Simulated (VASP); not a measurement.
Runs of VASP 6.6.1 on MgS. It takes space group F-43m (No. 216, cubic). The conventional cell has a = 5.662 Å, b = 5.662 Å, c = 5.662 Å, α = 90.00°, β = 90.00°, γ = 90.00°. Within 3.2 Å of Mg (site symmetry -43m) lie 4 S at 2.45 Å. Within 3.2 Å of S (site symmetry -43m) lie 4 Mg at 2.45 Å. 

| task | level | potentials or basis | k mesh | cutoff (eV) | grid for exact exchange (PRECFOCK) | screening parameter | GW scheme | GW iterations | cutoff of the response function | gap on the mesh (eV) | pressure (GPa) |
| --- | --- | --- | --- | --- | --- | --- | --- | --- | --- | --- | --- |
| single point | HSE06 | VASP PAW PBE potentials, release 64 (Mg, S) | 4 × 4 × 4 | 520 | Normal | 0.2079 1/Å | - | - | - | 4.52 | (b) |
| single point | LDA | VASP PAW LDA potentials, release 64 (Mg, S) | 4 × 4 × 4 | 520 | - | - | - | - | - | 3.19 | -2.3 |
| single point | PBE | VASP PAW PBE potentials, release 64 (Mg, S) | 6 × 6 × 6 | 520 | - | - | - | - | - | 3.46 | 0.9 |
| single point | PBE | VASP PAW PBE potentials, release 64 (Mg, S) | 4 × 4 × 4 | 520 | - | - | - | - | - | 3.45 | 1.0 |
| single point | r2SCAN | VASP PAW PBE potentials, release 64 (Mg, S) | 4 × 4 × 4 | 520 | - | - | - | - | - | (a) | -0.2 |

Alike in all rows: no spin polarisation; cell as given; smearing gaussian 0.01 eV.

**Question.** Estimate the missing entries.

**Answer.** (a) 4.12; (b) -0.1.

Caveats: some runs use coarse meshes; the PAW data sets were made with another functional, which shifts forces and pressure a little (some runs).

A k mesh can miss the band edges.
